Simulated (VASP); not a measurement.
# Al5Ru (P-6m2) in VASP: further runs

The runs below take Al5Ru through relaxation of cell and atoms, single point, with PBE.

Program: VASP 6.6.1. These are calculated values, not measurements. Logs are shortened: lines on timing, memory, paths and dates and some standing lists are left out, and cuts for length are marked.

### Step 1. The cell of the first run

Symmetry: P-6m2, No. 187, hexagonal system. Conventional cell: a = 2.983 Å, b = 2.983 Å, c = 12.504 Å, α = 90.00°, β = 90.00°, γ = 120.00°. Within 3.5 Å of Al (site symmetry 3m) lie 12 Al at 2.69 to 2.98 Å. Within 3.5 Å of Al (site symmetry 3m) lie 9 Al at 2.69 to 2.98 Å and 3 Ru at 2.74 Å. Within 3.5 Å of Al (site symmetry -6m2) lie 12 Al at 2.69 to 2.98 Å. Within 3.6 Å of Ru (site symmetry -6m2) lie 6 Al at 2.74 Å and 6 Ru at 2.98 Å.

The cell was generated, and may not be a known phase.

### Step 2. Relaxation of cell and atoms, PBE

Input file INCAR:

```
ALGO = Normal
EDIFF = 1E-6
EDIFFG = -0.04
ENCUT = 600
GGA = PE
IBRION = 2
ISIF = 3
ISMEAR = 0
LASPH = T
LCHARG = F
LREAL = F
LWAVE = F
NELM = 100
NSW = 90
PREC = Accurate
SIGMA = 0.1
```

Input file KPOINTS:

```
k-points
0
Gamma
  6 6 2
```

Input file POSCAR:

```
Al5Ru
1.0
    2.9831677600      0.0000000000      0.0000000000
   -1.4915838800      2.5834990700      0.0000000000
    0.0000000000      0.0000000000     12.5037450800
Al Ru
5 1
Direct
    0.0000000000      0.0000000000      0.6648490700
    0.3333333300      0.6666666700      0.8296981400
    0.3333333300      0.6666666700      0.1703018600
    0.0000000000      0.0000000000      0.3351509300
    0.3333333300      0.6666666700      0.5000000000
    0.6666666700      0.3333333300      0.0000000000
```

Potentials or basis: VASP PAW PBE potentials, release 64 (Al, Ru_pv).

Command:

```bash
cat potpaw_PBE.64/Al/POTCAR potpaw_PBE.64/Ru_pv/POTCAR > POTCAR
mpirun -np 1 vasp_std > vasp.out
```

OUTCAR:

```text
EDIFF = 1E-6
   EDIFFG = -0.04
   ENCUT = 600
   GGA = PE
   IBRION = 2
   ISIF = 3
   ISMEAR = 0
   LASPH = T
   LREAL = F
   NELM = 100
   NSW = 90
   PREC = Accurate

 ion  position               nearest neighbor table
   1  0.000  0.000  0.665-   2 2.69   5 2.69   2 2.69   5 2.69   2 2.69   5 2.69
   2  0.333  0.667  0.830-   1 2.69   1 2.69   1 2.69   6 2.74   6 2.74   6 2.74
   3  0.333  0.667  0.170-   4 2.69   4 2.69   4 2.69   6 2.74   6 2.74   6 2.74
   4  0.000  0.000  0.335-   3 2.69   5 2.69   3 2.69   5 2.69   3 2.69   5 2.69
   5  0.333  0.667  0.500-   1 2.69   4 2.69   1 2.69   4 2.69   1 2.69   4 2.69
   6  0.667  0.333  0.000-   2 2.74   3 2.74   2 2.74   3 2.74   2 2.74   3 2.74

  LATTYP: Found a hexagonal cell.
 ALAT       =     2.9831677600
 C/A-ratio  =     4.1914320903

  Lattice vectors:

 A1 = (   2.9831677600,   0.0000000000,   0.0000000000)
 A2 = (  -1.4915838800,   2.5834990700,   0.0000000000)
 A3 = (   0.0000000000,   0.0000000000,  12.5037450800)

Analysis of symmetry for initial positions (statically):
=====================================================================
 Subroutine PRICEL returns:
 Original cell was already a primitive cell.

 Routine SETGRP: Setting up the symmetry group for a
 hexagonal supercell.

 Subroutine GETGRP returns: Found 12 space group operations
 (whereof 12 operations were pure point group operations)
 out of a pool of 24 trial point group operations.

The static configuration has the point symmetry D_3h.

Analysis of symmetry for dynamics (positions and initial velocities):
=====================================================================
 Subroutine PRICEL returns:
 Original cell was already a primitive cell.

 Routine SETGRP: Setting up the symmetry group for a
 hexagonal supercell.

 Subroutine GETGRP returns: Found 12 space group operations
 (whereof 12 operations were pure point group operations)
 out of a pool of 24 trial point group operations.

The dynamic configuration has the point symmetry D_3h.

 Subroutine INISYM returns: Found 12 space group operations
 (whereof 12 operations are pure point group operations),
 and found     1 'primitive' translations

----------------------------------------------------------------------------------------

                                     Primitive cell

  volume of cell :      96.3665

  direct lattice vectors                    reciprocal lattice vectors
     2.983167760  0.000000000  0.000000000     0.335214135  0.193535971  0.000000000
    -1.491583880  2.583499070  0.000000000     0.000000000  0.387071941  0.000000000
     0.000000000  0.000000000 12.503745080     0.000000000  0.000000000  0.079976039

  length of vectors
     2.983167760  2.983167765 12.503745080     0.387071942  0.387071941  0.079976039

  position of ions in fractional coordinates (direct lattice)
     0.000000000  0.000000000  0.664849070
     0.333333330  0.666666670  0.829698140
     0.333333330  0.666666670  0.170301860
     0.000000000  0.000000000  0.335150930
     0.333333330  0.666666670  0.500000000
     0.666666670  0.333333330  0.000000000

  ion indices of the primitive-cell ions
   primitive index   ion index
                 1           1
                 2           2
                 3           3
                 4           4
                 5           5
                 6           6

----------------------------------------------------------------------------------------

 KPOINTS: k-points

Automatic generation of k-mesh.
 Grid dimensions read from file:
 generate k-points for:    6    6    2

 Generating k-lattice:

  Cartesian coordinates                     Fractional coordinates (reciprocal lattice)
     0.055869022  0.032255995  0.000000000     0.166666667  0.000000000  0.000000000
     0.000000000  0.064511990  0.000000000     0.000000000  0.166666667  0.000000000
     0.000000000  0.000000000  0.039988019     0.000000000  0.000000000  0.500000000

  Length of vectors
     0.064511990  0.064511990  0.039988019

  Shift w.r.t. Gamma in fractional coordinates (k-lattice)
     0.000000000  0.000000000  0.000000000

 Subroutine IBZKPT returns following result:
 ===========================================

 Found     14 irreducible k-points:

 Following reciprocal coordinates:
            Coordinates               Weight
  0.000000  0.000000  0.000000      1.000000
  0.166667  0.000000  0.000000      6.000000
  0.333333  0.000000  0.000000      6.000000
  0.500000  0.000000  0.000000      3.000000
  0.166667  0.166667  0.000000      6.000000
  0.333333  0.166667  0.000000     12.000000
  0.333333  0.333333  0.000000      2.000000
  0.000000  0.000000  0.500000      1.000000
  0.166667  0.000000  0.500000      6.000000
  0.333333  0.000000  0.500000      6.000000
  0.500000  0.000000  0.500000      3.000000
  0.166667  0.166667  0.500000      6.000000
  0.333333  0.166667  0.500000     12.000000
  0.333333  0.333333  0.500000      2.000000
   k-points           NKPTS =     14   k-points in BZ     NKDIM =     14   number of bands    NBANDS=     18
   number of dos      NEDOS =    301   number of ions     NIONS =      6
   total plane-waves  NPLWV =  57600
   dimension x,y,z NGX =    24 NGY =   24 NGZ =  100
   dimension x,y,z NGXF=    48 NGYF=   48 NGZF=  200
   ions per type =               5   1
   NGX,Y,Z   is equivalent  to a cutoff of  13.37, 13.37, 13.30 a.u.
   NGXF,Y,Z  is equivalent  to a cutoff of  26.75, 26.75, 26.59 a.u.
 SYSTEM =  unknown system
   PREC   = accura    normal or accurate (medium, high low for compatibility)
   ISTART =      0    job   : 0-new  1-cont  2-samecut
   ICHARG =      2    charge: 1-file 2-atom 10-const
   ISPIN  =      1    spin polarized calculation?
   LNONCOLLINEAR =      F non collinear calculations
   LSORBIT =      F    spin-orbit coupling
   LASPH  =      T    aspherical Exc in radial PAW
   ENCUT  =  600.0 eV  44.10 Ry    6.64 a.u.   5.96  5.96 24.97*2*pi/ulx,y,z
   NELM   =    100;   NELMIN=  2; NELMDL= -5     # of ELM steps
   EDIFF  = 0.1E-05   stopping-criterion for ELM
   LREAL  =      F    real-space projection
   EDIFFG = -.4E-01   stopping-criterion for IOM
   NSW    =     90    number of steps for IOM
   IBRION =      2    ionic relax: 0-MD 1-quasi-New 2-CG
   NFREE  =      1    steps in history (QN), initial steepest desc. (CG)
   ISIF   =      3    stress and relaxation
   ISYM   =      2    0-nonsym 1-usesym 2-fastsym
   POTIM  = 0.5000    time-step for ionic-motion
   TEBEG  =    0.0;   TEEND  =   0.0 temperature during run
   PSTRESS=    0.0 pullay stress
   NELECT =      29.0000    total number of electrons
   NUPDOWN=      -1.0000    fix difference up-down
   EMIN   =  10.00;   EMAX   =-10.00  energy-range for DOS
   EFERMI =   0.00;   METHOD = LEGACY
   ISMEAR =     0;   SIGMA  =   0.10  broadening in eV -4-tet -1-fermi 0-gaus
   EFERMI_NEDOS =   21; number of points for ismear=-14 and -15
   IALGO  =     38    algorithm
   IMIX   =      4    mixing-type and parameters
     AMIX     =   0.40;   BMIX     =  1.00
     AMIX_MAG =   1.60;   BMIX_MAG =  1.00
  volume/ion in A,a.u.               =      16.06       108.39
  Fermi-wavevector in a.u.,A,eV,Ry     =   1.097064  2.073151 16.375297  1.203550
  Thomas-Fermi vector in A             =   2.233418
   LORBIT       =      0    0 simple, 1 ext, 2 COOP (PROOUT), +10 PAW based schemes
   GGA     = PE    functional components
   LHFCALC =     F    Hartree Fock is set to
   AEXX    =    0.0000 exact exchange contribution
   IVDW    =     0    specifies the selected vdW correction
   LEPSILON=     F    determine dielectric tensor
   LRPA    =     F    only Hartree local field effects (RPA)
 conjugate gradient relaxation of ions
 non-spin polarized calculation
 Gauss-broadening in eV      SIGMA  =   0.10
  energy-cutoff  :      600.00
  volume of cell :       96.37
 maximum number of plane-waves:      3258
 NGX is ok and might be reduce to    24
   NGX = 11   NGY = 11   NGZ = 49

--------------------------------------- Ionic step        1  -------------------------------------------

 number of electron      28.9999999 magnetization

 Free energy of the ion-electron system (eV)
  ---------------------------------------------------
  ext. energy  EPLUGINS =         0.00000000
  ---------------------------------------------------
  free energy    TOTEN  =       -27.93669656 eV

  energy without entropy =      -27.91010610  energy(sigma->0) =      -27.92340133

------------------------ aborting loop because EDIFF is reached ----------------------------------------

  FORCE on cell =-STRESS in cart. coord.  units (eV):
  Direction    XX          YY          ZZ          XY          YZ          ZX
  --------------------------------------------------------------------------------------
  -------------------------------------------------------------------------------------
  Total       -2.5148229     -2.5148229      0.9340996      0.0000000      0.0000000      0.0000000
  in kB      -41.8111281    -41.8111283     15.5302223      0.0000000      0.0000000      0.0000000
  external PRESSURE =     -22.6973447 kB  Pullay stress =       0.0000000 kB
[... 101 lines left out ...]
  FREE ENERGIE OF THE ION-ELECTRON SYSTEM (eV)
  ---------------------------------------------------
  free  energy   TOTEN  =       -28.5296270721 eV

  energy  without entropy=      -28.5121075122  energy(sigma->0) =      -28.52086729

[... ionic steps 4 to 10 ...]

--------------------------------------- Ionic step       11  -------------------------------------------

 number of electron      29.0000000 magnetization

------------------------ aborting loop because EDIFF is reached ----------------------------------------

  FORCE on cell =-STRESS in cart. coord.  units (eV):
  Direction    XX          YY          ZZ          XY          YZ          ZX
  --------------------------------------------------------------------------------------
  -------------------------------------------------------------------------------------
  Total        0.3199356      0.3199356      0.1306503      0.0000000      0.0000000     -0.0000000
  in kB        5.3835820      5.3835821      2.1984624      0.0000000      0.0000000     -0.0000000
  external PRESSURE =       4.3218755 kB  Pullay stress =       0.0000000 kB
[... 65 lines left out ...]
  energy  without entropy=      -28.7786423140  energy(sigma->0) =      -28.78787118

--------------------------------------- Ionic step       13  -------------------------------------------

 number of electron      28.9999999 magnetization

 Free energy of the ion-electron system (eV)
  ---------------------------------------------------
  ext. energy  EPLUGINS =         0.00000000
  ---------------------------------------------------
  free energy    TOTEN  =       -28.79772722 eV

  energy without entropy =      -28.77925854  energy(sigma->0) =      -28.78849288

 E-fermi :   8.4993     XC(G=0): -10.7576

 val. band max:        8.4959650907   @ k =   0.3333   0.1667   0.0000
 cond. band min:       8.5387345403   @ k =   0.1667   0.1667   0.5000
 fundamental gap:      0.0427694496
 Fermi energy:         8.4993381882

 k-point     1 :       0.0000    0.0000    0.0000
  band No.  band energies     occupation
      1     -33.6330      2.00000
      2     -33.6330      2.00000
      3     -33.5511      2.00000
      4      -2.2698      2.00000
      5      -1.4938      2.00000
      6      -0.9716      2.00000
[... 10 lines left out ...]
     17      13.1009      0.00000
     18      17.5725      0.00000
[... 304 lines left out ...]
  FREE ENERGIE OF THE ION-ELECTRON SYSTEM (eV)
  ---------------------------------------------------
  free  energy   TOTEN  =       -28.7977272155 eV

  energy  without entropy=      -28.7792585443  energy(sigma->0) =      -28.78849288

 reached required accuracy - stopping structural energy minimisation
```

Run time: 5.8 min. Hardware: 1 thread of Intel Xeon Platinum 8375C at 2.90GHz (Ice Lake), shared host; peak memory 0.25 GiB.

What came out:

```yaml
Free_energy: -28.7977 eV
Relaxed_volume: 15.93 Å³/atom
Relaxed_cell: a = 2.888 Å, b = 2.888 Å, c = 13.228 Å, α = 90.00°, β = 90.00°, γ = 120.00°
Space_group_after_relaxing_to_0.1_Å: P-6m2 (No. 187)
Energy_gained_by_relaxing: 143.5 meV/atom
Ionic_steps: 13
Pressure_after_relaxing: -0.1 GPa
Largest_force_after_relaxing: 0.026 eV/Å
Band_gap_on_the_k_mesh: zero (an odd number of electrons rules out a gap without spin polarisation)
```

Forces on the atoms (eV/Å):
```
Al   0.000  0.000 -0.026
Al   0.000  0.000 -0.023
Al   0.000  0.000  0.023
Al   0.000  0.000  0.026
Al   0.000  0.000  0.000
Ru   0.000  0.000  0.000
```

The path:
| step | energy change (eV) | largest force (eV/Å) | pressure (GPa) | volume (Å³) |
| --- | --- | --- | --- | --- |
| 1 | 0.0000 | 2.1454 | -2.27 | 96.37 |
| 2 | -0.4393 | 1.1847 | 0.94 | 93.20 |
| 3 | -0.5929 | 0.9882 | 5.71 | 90.25 |
| 4 | -0.8153 | 0.4727 | 0.57 | 94.66 |
| 5 | -0.8230 | 0.3860 | -0.32 | 95.63 |
| 6 | -0.8231 | 0.3773 | -0.43 | 95.73 |
| 7 | -0.8376 | 0.2978 | 0.05 | 95.35 |
| 8 | -0.8526 | 0.1652 | 1.68 | 94.19 |
| 9 | -0.8585 | 0.0883 | 0.90 | 94.83 |
| 10 | -0.8594 | 0.0891 | 0.34 | 95.30 |
| 11 | -0.8594 | 0.0797 | 0.43 | 95.21 |
| 12 | -0.8604 | 0.0558 | 0.19 | 95.37 |
| 13 | -0.8610 | 0.0260 | -0.08 | 95.58 |

Final structure:
```cif
data_structure
_symmetry_space_group_name_H-M 'P 1'
_symmetry_Int_Tables_number 1
_cell_length_a 2.8885
_cell_length_b 2.8885
_cell_length_c 13.2276
_cell_angle_alpha 90.000
_cell_angle_beta 90.000
_cell_angle_gamma 120.000
_cell_volume 95.58
loop_
_atom_site_label
_atom_site_type_symbol
_atom_site_fract_x
_atom_site_fract_y
_atom_site_fract_z
_atom_site_occupancy
Al1 Al 0.00000 0.00000 0.67678 1
Al2 Al 0.33333 0.66667 0.85339 1
Al3 Al 0.33333 0.66667 0.14661 1
Al4 Al 0.00000 0.00000 0.32322 1
Al5 Al 0.33333 0.66667 0.50000 1
Ru1 Ru 0.66667 0.33333 0.00000 1
```

Levels at points of the mesh, in eV from the Fermi level:
| k point | band 11 | band 12 | band 13 | band 14 | band 15 | band 16 | band 17 | band 18 |
| --- | --- | --- | --- | --- | --- | --- | --- | --- |
| (0.00, 0.00, 0.00) | -1.83 | -1.83 | -1.20 | -0.21 | -0.21 | 2.55 | 4.60 | 9.07 |
| (0.50, 0.00, 0.00) | -3.25 | -1.64 | -1.24 | -1.04 | -0.83 | -0.47 | 1.26 | 2.39 |
| (0.00, 0.00, 0.50) | -1.83 | -1.83 | -0.47 | -0.21 | -0.21 | 1.51 | 5.80 | 7.88 |
| (0.50, 0.00, 0.50) | -2.67 | -2.27 | -2.13 | -1.04 | 0.15 | 0.51 | 0.71 | 1.26 |

Caveat: the k points lie up to 0.42 Å⁻¹ apart in the final cell, too coarse for converged energies and pressures of a metal.

### Step 3. Single point, PBE, collinear spin, ferromagnetic start

This run uses another cell than the first one, of 15.94 Å³/atom.

Input file INCAR:

```
PREC = Accurate
ENCUT = 520
EDIFF = 1E-6
ISMEAR = 0
SIGMA = 0.1
LREAL = F
LASPH = T
NELM = 150
ALGO = Fast
ISIF = 2
LWAVE = F
LCHARG = F
ISPIN = 2
MAGMOM = 0 0 0 0 0 1
LORBIT = 11
LMAXMIX = 4
GGA = PE
NBANDS = 28
```

Input file KPOINTS:

```
Automatic mesh
0
Gamma
  6 6 2
```

Input file POSCAR:

```
Al5Ru
1.0
    2.8956546457      0.0000000000      0.0000000000
   -1.4478273229      2.5077104838      0.0000000000
    0.0000000000      0.0000000000     13.1715583339
Al Ru
5 1
Direct
    0.0000000000      0.0000000000      0.6766776051
    0.3333333333      0.6666666667      0.8532265521
    0.3333333333      0.6666666667      0.1467734479
    0.0000000000      0.0000000000      0.3233223949
    0.3333333333      0.6666666667      0.5000000000
    0.6666666667      0.3333333333      0.0000000000
```

Potentials or basis: VASP PAW PBE potentials, release 64 (Al, Ru_pv).

Command:

```bash
cat potpaw_PBE.64/Al/POTCAR potpaw_PBE.64/Ru_pv/POTCAR > POTCAR
mpirun -np 1 vasp_std > vasp.out
```

It took 2.4 min on 1 thread of Intel Xeon Platinum 8375C at 2.90GHz (Ice Lake), shared host; peak memory 0.29 GiB.

Results (log left out):

```yaml
Free_energy: -28.7975 eV
Pressure: -0.1 GPa
Largest_force: 0.017 eV/Å
Net_moment: 0.00 μB per cell
Valence_electrons_inside_the_program's_atomic_spheres: Al 0.77, 0.79 (each value once); Ru 12.73
```

Forces in eV/Å, atoms in the order of the input:
```
Al   0.000  0.000 -0.006
Al   0.000  0.000 -0.017
Al   0.000  0.000  0.017
Al   0.000  0.000  0.006
Al   0.000  0.000  0.000
Ru   0.000  0.000  0.000
```

Stress tensor (GPa, compression positive):
```
-0.17  0.00  0.00
 0.00 -0.17  0.00
 0.00  0.00  0.16
```

Levels at points of the mesh, in eV from the Fermi level:
Spin up:
| k point | band 12 | band 13 | band 14 | band 15 | band 16 | band 17 | band 18 | band 19 |
| --- | --- | --- | --- | --- | --- | --- | --- | --- |
| (0.00, 0.00, 0.00) | -1.82 | -1.13 | -0.23 | -0.23 | 2.66 | 4.71 | 9.20 | 10.36 |
| (0.50, 0.00, 0.00) | -1.63 | -1.23 | -1.06 | -0.83 | -0.48 | 1.25 | 2.42 | 2.66 |
| (0.00, 0.00, 0.50) | -1.82 | -0.39 | -0.23 | -0.23 | 1.60 | 5.93 | 8.01 | 10.33 |
| (0.50, 0.00, 0.50) | -2.28 | -2.14 | -1.06 | 0.18 | 0.51 | 0.71 | 1.25 | 2.46 |
Spin down:
```csv
k point,band 11,band 12,band 13,band 14,band 15,band 16,band 17,band 18,band 19,band 20
"(0.00, 0.00, 0.00)",-1.82,-1.82,-1.13,-0.23,-0.23,2.66,4.71,9.20,10.36,10.36
"(0.50, 0.00, 0.00)",-3.25,-1.63,-1.23,-1.06,-0.83,-0.48,1.25,2.42,2.66,3.31
"(0.00, 0.00, 0.50)",-1.82,-1.82,-0.39,-0.23,-0.23,1.60,5.93,8.01,10.33,10.33
"(0.50, 0.00, 0.50)",-2.67,-2.28,-2.14,-1.06,0.18,0.51,0.71,1.25,2.46,4.00
```

Caveat: the k points lie up to 0.42 Å⁻¹ apart.

[end of part 1 of 2]

The gap in the log of VASP goes by the Fermi energy; the results here count the filled bands.